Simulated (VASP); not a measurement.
The system is Te.

```xyz
2
Lattice="1.7083 0.9863 5.7861 -1.7083 0.9863 5.7861 0.0000 -1.9725 5.7861" Properties=species:S:1:pos:R:3 pbc="T T T"
Te    0.0000    0.0000    1.3812
Te    0.0000    0.0000   15.9771
```

| Quantity | Value |
| --- | --- |
| Program | VASP 6.6.1 |
| Task | relaxation of cell and atoms |
| Functional | PBE |
| Dispersion | D3(BJ) |
| Potentials or basis | VASP PAW PBE potentials, release 64 (Te) |
| Cutoff | 600 eV |
| k mesh | 12 × 12 × 12 |
| Occupations | gaussian, width 0.1 eV |
| Spin | no spin polarisation |

At the start: pressure 0.3 GPa; volume 29.25 Å³/atom.

Task: Where does the relaxation end?

Result: Over 10 steps the energy falls by 3.7 meV/atom and the volume is 29.20 Å³/atom (-0.1 %); space group R-3m (No. 166, to 0.1 Å) before and after.

Step by step:
```csv
step,energy change (eV),largest force (eV/Å),pressure (GPa),volume (Å³)
1,0.0000,0.1559,0.32,58.49
2,-0.0021,0.0596,-0.33,58.98
3,-0.0021,0.0433,-0.44,59.07
4,-0.0039,0.0431,-0.37,58.94
5,-0.0064,0.0372,-0.15,58.62
6,-0.0060,0.0074,0.48,57.96
7,-0.0072,0.0273,0.09,58.36
8,-0.0073,0.0236,0.15,58.30
9,-0.0073,0.0150,-0.09,58.48
10,-0.0073,0.0003,0.01,58.41
```

Final structure:
```
Te
1.0
     1.73002    0.99883    5.63337
    -1.73002    0.99883    5.63337
     0.00000   -1.99766    5.63337
Te
2
Direct
  0.08194 0.08194 0.08194
  0.91806 0.91806 0.91806
```
